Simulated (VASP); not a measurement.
# LiMnAsS4 (I-4) in VASP: single point with r2SCAN+U

Aim: the single point of LiMnAsS4 with r2SCAN+U.

Everything below comes from runs of VASP 6.6.1. Logs are shortened: lines on timing, memory, paths and dates and some standing lists are left out, and cuts for length are marked.

## (1) The cell of the first run

The structure is tetragonal, space group I-4 (No. 82). Conventional cell: a = 5.773 Å, b = 5.773 Å, c = 8.968 Å, α = 90.00°, β = 90.00°, γ = 90.00°. As (site symmetry -4) has 4 S at 2.06 Å within 2.7 Å. Within 3.2 Å of Li (site symmetry -4) lie 4 S at 2.42 Å. Within 2.7 Å of S (site symmetry 1) lie 1 As at 2.06 Å and 1 Mn at 2.35 Å and 1 Li at 2.42 Å. Within 3.1 Å of Mn (site symmetry -4) lie 4 S at 2.35 Å.

## (2) Single point, r2SCAN+U, collinear spin, ferromagnetic start

Contents of POSCAR:

```
LiMnAsS4
1.0
    0.0000000000      5.7727227800      0.0000000000
    5.7727227800      0.0000000000      0.0000000000
    2.8863613900      2.8863613900     -4.4839711600
As Li S Mn
1 1 4 1
Direct
    0.7500000000      0.2500000000      0.5000000000
    0.5000000000      0.5000000000      0.0000000000
    0.4120000000      0.9223000000      0.7304000000
    0.0777000000      0.1424000000      0.2696000000
    0.8576000000      0.3473000000      0.7304000000
    0.6527000000      0.5880000000      0.2696000000
    0.0000000000      0.0000000000      0.0000000000
```

Contents of INCAR.step1:

```
PREC     = Accurate       # precision mode
ENCUT    = 520            # plane-wave cutoff, eV
ISMEAR   = -5             # smearing method
SIGMA    = 0.1            # smearing width, eV
LREAL    = F              # projectors in reciprocal space
LASPH    = T              # aspherical terms in the spheres
NELM     = 150            # most SCF steps
ISPIN    = 2              # spin polarisation
MAGMOM   = 0 0 0 0 0 0 -0.86 # initial moments
LMAXMIX  = 4              # l up to which the mixer works
LDAU     = T              # DFT+U
LDAUTYPE = 2            
LDAUL    = -1 -1 -1 2     # shell
LDAUU    = 0 0 0 1.73     # U, eV
LDAUJ    = 0 0 0 0      
NBANDS   = 36             # bands
GGA      = PE             # functional
ALGO     = Normal         # electronic algorithm
EDIFF    = 1E-4           # SCF threshold, eV
LWAVE    = T              # write WAVECAR
LCHARG   = F              # write CHGCAR
```

Contents of INCAR.step2:

```
PREC     = Accurate       # precision mode
ENCUT    = 520            # plane-wave cutoff, eV
EDIFF    = 1E-6           # SCF threshold, eV
ISMEAR   = -1             # smearing method
SIGMA    = 0.1            # smearing width, eV
LREAL    = F              # projectors in reciprocal space
LASPH    = T              # aspherical terms in the spheres
NELM     = 150            # most SCF steps
ALGO     = Normal         # electronic algorithm
ISIF     = 2              # what is computed and relaxed
LWAVE    = F              # write WAVECAR
LCHARG   = F              # write CHGCAR
ISPIN    = 2              # spin polarisation
MAGMOM   = 0 0 0 0 0 0 -0.86 # initial moments
LORBIT   = 11             # projections on sites
LMAXMIX  = 4              # l up to which the mixer works
LDAU     = T              # DFT+U
LDAUTYPE = 2            
LDAUL    = -1 -1 -1 2     # shell
LDAUU    = 0 0 0 1.73     # U, eV
LDAUJ    = 0 0 0 0      
LDAUPRINT= 1            
METAGGA  = R2SCAN         # meta-GGA
LMIXTAU  = T            
NBANDS   = 36             # bands
ISTART   = 1
```

Contents of KPOINTS:

```
Automatic mesh
0
Gamma
  4 4 4
```

Potentials or basis: VASP PAW PBE potentials, release 64 (As, Li_sv, S, Mn_pv).

Run with:

```console
$ cat potpaw_PBE.64/As/POTCAR potpaw_PBE.64/Li_sv/POTCAR potpaw_PBE.64/S/POTCAR potpaw_PBE.64/Mn_pv/POTCAR > POTCAR
$ cp INCAR.step1 INCAR
$ mpirun -np 1 vasp_std > vasp.out
$ cp INCAR.step2 INCAR
$ mpirun -np 1 vasp_std > vasp.out
```

OUTCAR:

```text
PREC = Accurate
   ENCUT = 520
   EDIFF = 1E-6
   ISMEAR = -1
   LREAL = F
   LASPH = T
   NELM = 150
   ISIF = 2
   ISPIN = 2
   LORBIT = 11
   METAGGA = R2SCAN
   ISTART = 1

 ion  position               nearest neighbor table
   1  0.750  0.250  0.500-   3 2.06   4 2.06   5 2.06   6 2.06
   2  0.500  0.500  0.000-   3 2.42   6 2.42   5 2.42   4 2.42
   3  0.412  0.922  0.730-   1 2.06   7 2.35   2 2.42
   4  0.078  0.142  0.270-   1 2.06   7 2.35   2 2.42
   5  0.858  0.347  0.730-   1 2.06   7 2.35   2 2.42
   6  0.653  0.588  0.270-   1 2.06   7 2.35   2 2.42
   7  0.000  0.000  0.000-   3 2.35   4 2.35   5 2.35   6 2.35

  LATTYP: Found a body centered tetragonal cell.
 ALAT       =     5.7727227800
 C/A-ratio  =     1.5535030283

  Lattice vectors:

 A1 = (  -2.8863613900,   2.8863613900,   4.4839711600)
 A2 = (   2.8863613900,  -2.8863613900,   4.4839711600)
 A3 = (   2.8863613900,   2.8863613900,  -4.4839711600)

Analysis of symmetry for initial positions (statically):
=====================================================================
 Subroutine PRICEL returns:
 Original cell was already a primitive cell.

 Routine SETGRP: Setting up the symmetry group for a
 body centered tetragonal supercell.

 Subroutine GETGRP returns: Found  4 space group operations
 (whereof  4 operations were pure point group operations)
 out of a pool of 16 trial point group operations.

The static configuration has the point symmetry S_4 .

Analysis of symmetry for dynamics (positions and initial velocities):
=====================================================================
 Subroutine PRICEL returns:
 Original cell was already a primitive cell.

 Routine SETGRP: Setting up the symmetry group for a
 body centered tetragonal supercell.

 Subroutine GETGRP returns: Found  4 space group operations
 (whereof  4 operations were pure point group operations)
 out of a pool of 16 trial point group operations.

The dynamic configuration has the point symmetry S_4 .

Analysis of structural, dynamic, and magnetic symmetry:
=====================================================================
 Subroutine PRICEL returns:
 Original cell was already a primitive cell.

 Routine SETGRP: Setting up the symmetry group for a
 body centered tetragonal supercell.

 Subroutine GETGRP returns: Found  4 space group operations
 (whereof  4 operations were pure point group operations)
 out of a pool of 16 trial point group operations.

The overall configuration has the point symmetry S_4 .

 Subroutine INISYM returns: Found  4 space group operations
[... 174 lines left out ...]
  ---------------------------------------------------
  ext. energy  EPLUGINS =         0.00000000
  ---------------------------------------------------
  free energy    TOTEN  =       -67.53288674 eV

  energy without entropy =      -67.53286282  energy(sigma->0) =      -67.53287478

 E-fermi :   3.6180     XC(G=0):  -9.2682

 val. band max:        2.7078740173   @ k =   0.5000   0.5000   0.0000
 cond. band min:       4.3646138376   @ k =   0.0000   0.0000   0.5000
 fundamental gap:      1.6567398204
 Fermi energy:         3.6179523920

 spin component 1

 k-point     1 :       0.0000    0.0000    0.0000
  band No.  band energies     occupation
      1     -43.5467      1.00000
      2     -43.1711      1.00000
      3     -43.1710      1.00000
      4     -43.1550      1.00000
      5     -14.0308      1.00000
      6     -10.4510      1.00000
[... 507 lines left out ...]
     33      10.9977      0.00000
     34      10.9977      0.00000
 Fermi energy:         3.6179523920

 spin component 2

 k-point     1 :       0.0000    0.0000    0.0000
  band No.  band energies     occupation
      1     -49.2919      1.00000
      2     -49.2868      1.00000
      3     -49.2868      1.00000
      4     -43.5486      1.00000
      5     -14.1168      1.00000
      6     -10.5523      1.00000
[... 507 lines left out ...]
     33      10.6015      0.00000
     34      10.6015      0.00000
 [bands above 34 left out]

------------------------ aborting loop because EDIFF is reached ----------------------------------------

  FORCE on cell =-STRESS in cart. coord.  units (eV):
  Direction    XX          YY          ZZ          XY          YZ          ZX
  --------------------------------------------------------------------------------------
  -------------------------------------------------------------------------------------
  Total       10.7138638     10.7138638      8.0083207     -0.0001208     -0.0000000      0.0000000
  in kB      114.8768423    114.8768423     85.8673029     -0.0012952     -0.0000000      0.0000000
  external PRESSURE =     105.2069958 kB  Pullay stress =       0.0000000 kB

 VOLUME and BASIS-vectors are now :
 -----------------------------------------------------------------------------
  energy-cutoff  :      520.00
  volume of cell :      149.43
      direct lattice vectors                 reciprocal lattice vectors
     0.000000000  5.772722780  0.000000000     0.000000000  0.173228481  0.111508300
     5.772722780  0.000000000  0.000000000     0.173228481  0.000000000  0.111508300
     2.886361390  2.886361390 -4.483971160     0.000000000  0.000000000 -0.223016599

 POSITION                                       TOTAL-FORCE (eV/Angst)
 -----------------------------------------------------------------------------------
      2.88636      5.77272     -2.24199         0.000000      0.000000      0.000000
      2.88636      2.88636      0.00000         0.000000      0.000000      0.000000
      7.43238      4.48656     -3.27509        -1.810418     -1.110262     -1.077089
      1.60020      1.22670     -1.20888        -1.110262      1.810418      1.077089
      4.11306      7.05889     -3.27509         1.810418      1.110262     -1.077089
      4.17252      4.54602     -1.20888         1.110262     -1.810418      1.077089
      0.00000      0.00000      0.00000         0.000000      0.000000      0.000000
 -----------------------------------------------------------------------------------
    total drift:                                0.000115      0.000109     -0.000198

  FREE ENERGIE OF THE ION-ELECTRON SYSTEM (eV)
  ---------------------------------------------------
  free  energy   TOTEN  =       -67.5328867366 eV

  energy  without entropy=      -67.5328628240  energy(sigma->0) =      -67.53287478

 total charge

# of ion       s       p       d       tot
------------------------------------------
    1        1.148   1.590   0.276   3.014
    2        2.015   0.017   0.000   2.033
    3        1.331   2.493   0.000   3.824
    4        1.331   2.493   0.000   3.824
    5        1.331   2.493   0.000   3.824
    6        1.331   2.493   0.000   3.824
    7        0.295   6.250   4.911  11.455
--------------------------------------------------
tot          8.782  17.828   5.187  31.797

 magnetization (x)

# of ion       s       p       d       tot
------------------------------------------
    1       -0.009  -0.020  -0.008  -0.037
    2       -0.001  -0.001   0.000  -0.002
    3       -0.004  -0.018   0.000  -0.022
    4       -0.004  -0.018   0.000  -0.022
    5       -0.004  -0.018   0.000  -0.022
    6       -0.004  -0.018   0.000  -0.022
    7       -0.032  -0.059  -4.317  -4.409
--------------------------------------------------
tot         -0.058  -0.152  -4.326  -4.535
```

OUTCAR.step1:

```text
PREC = Accurate
   ENCUT = 520
   ISMEAR = -5
   LREAL = F
   LASPH = T
[... 1291 lines left out ...]
      1.60020      1.22670     -1.20888        -1.434457      1.963452      1.293053
      4.11306      7.05889     -3.27509         1.963452      1.434457     -1.293053
      4.17252      4.54602     -1.20888         1.434457     -1.963452      1.293053
      0.00000      0.00000      0.00000        -0.000000      0.000000     -0.000000
 -----------------------------------------------------------------------------------
    total drift:                                0.000001      0.000001     -0.000003

  FREE ENERGIE OF THE ION-ELECTRON SYSTEM (eV)
  ---------------------------------------------------
  free  energy   TOTEN  =       -33.8050696185 eV

  energy  without entropy=      -33.8050696185  energy(sigma->0) =      -33.80506962
```

OSZICAR.step1:

```text
N       E                     dE             d eps       ncg     rms          rms(c)
DAV:   1     0.325518091423E+03    0.32552E+03   -0.20788E+04  2224   0.115E+03
DAV:   2    -0.891014157098E+00   -0.32641E+03   -0.30665E+03  2232   0.278E+02
DAV:   3    -0.319989523834E+02   -0.31108E+02   -0.30387E+02  2876   0.852E+01
DAV:   4    -0.337202347044E+02   -0.17213E+01   -0.17015E+01  3336   0.160E+01
DAV:   5    -0.338031846607E+02   -0.82950E-01   -0.82940E-01  2872   0.279E+00    0.247E+01
DAV:   6    -0.469408128355E+02   -0.13138E+02   -0.85380E+01  2220   0.570E+01    0.540E+01
DAV:   7    -0.317102474917E+02    0.15231E+02   -0.53049E+01  2284   0.689E+01    0.180E+01
DAV:   8    -0.335538188126E+02   -0.18436E+01   -0.36698E+00  2288   0.969E+00    0.986E+00
DAV:   9    -0.332895750309E+02    0.26424E+00   -0.12282E+00  2696   0.976E+00    0.880E+00
DAV:  10    -0.337593084726E+02   -0.46973E+00   -0.40056E-01  2428   0.471E+00    0.414E+00
DAV:  11    -0.338094980138E+02   -0.50190E-01   -0.68437E-02  2784   0.182E+00    0.127E+00
DAV:  12    -0.338028611920E+02    0.66368E-02   -0.23732E-02  2652   0.132E+00    0.658E-01
DAV:  13    -0.338039752939E+02   -0.11141E-02   -0.36065E-03  2476   0.435E-01    0.418E-01
DAV:  14    -0.338046758051E+02   -0.70051E-03   -0.11930E-03  2668   0.280E-01    0.198E-01
DAV:  15    -0.338050331829E+02   -0.35738E-03   -0.50072E-04  2212   0.185E-01    0.644E-02
DAV:  16    -0.338050696185E+02   -0.36436E-04   -0.18136E-04  1636   0.750E-02
   1 F= -.33805070E+02 E0= -.33805070E+02  d E =0.000000E+00  mag=    -4.9974
```

It took 8.3 min on 1 thread of AMD EPYC 9R45 (Zen 5), shared host; peak memory 0.49 GiB.

Results:

| Property | Result |
| --- | --- |
| Free energy | -67.5329 eV |
| Largest force | 2.381 eV/Å |
| Band gap on the k mesh | 1.66 eV, indirect (least direct gap 2.16 eV) |
| Net moment | -5.00 μB per cell |
| Site moments | As -0.04; Li -0.00; S -0.02; Mn -4.41 μB |
| Valence electrons inside the program's atomic spheres | As 3.01; Li 2.03; S 3.82; Mn 11.46 |

Forces on the atoms (eV/Å):
```
As   0.000  0.000  0.000
Li   0.000  0.000  0.000
S   -1.810 -1.110 -1.077
S   -1.110  1.810  1.077
S    1.810  1.110 -1.077
S    1.110 -1.810  1.077
Mn   0.000  0.000  0.000
```

Eigenvalues of the final occupation matrices:
```csv
site,spin,trace,eigenvalues
site 7 d,1,0.30,0.02 0.03 0.08 0.08 0.10
site 7 d,2,4.63,0.91 0.93 0.93 0.93 0.94
```

Caveat: the cutoff is under 1.25 times the usual one of these potentials, so pressure, stress and relaxed cells hold a basis-set (Pulay) error; the PAW data sets were made with another functional, which shifts forces and pressure a little; a cell with one magnetic atom can't hold antiferromagnetic order, which such compounds often take. A k mesh can miss the band edges.
